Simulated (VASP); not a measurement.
Ir: single point with PBEsol

Ir:

```
Ir
1.0
     2.66333    0.00000    0.00000
    -1.33167    2.30651    0.00000
     0.00000    0.00000    4.31808
Ir
2
Direct
  0.66667 0.33333 0.75000
  0.33333 0.66667 0.25000
```

This isn't the form of Ir at room conditions, which is fcc.

```yaml
Program: VASP 6.6.1
Task: single point
Functional: PBEsol
Potentials_or_basis: VASP PAW PBE potentials, release 64 (Ir)
Cutoff: 520 eV
k_mesh: 21 × 21 × 12
Occupations: gaussian, width 0.15 eV
Spin: collinear spin
Starting_moments: "[0.3, 0.3] μB"
Fixed_moment: 0.6 μB
Dipole_correction: no
Further_INCAR_settings: ALGO = Normal; EDIFF = 1e-06; NBANDS = 20
```

```json
{
 "Pressure": "30.4 GPa",
 "Net moment": "0.60 μB per cell",
 "Site moments": "Ir +0.29 μB",
 "Valence electrons inside the program's atomic spheres": "Ir 8.63"
}
```

Stress tensor (GPa, compression positive):
```
30.36  0.00  0.00
 0.00 30.36  0.00
 0.00  0.00 30.49
```

It took 110 s on 1 thread of Intel(R) Xeon(R) 6975P-C (Granite Rapids) (shared host), peak memory 0.34 GiB.

Caveat: the cell stands under pressure; the PAW data sets were made with another functional, which shifts forces and pressure a little; the total moment is fixed, so each spin has its own Fermi level.
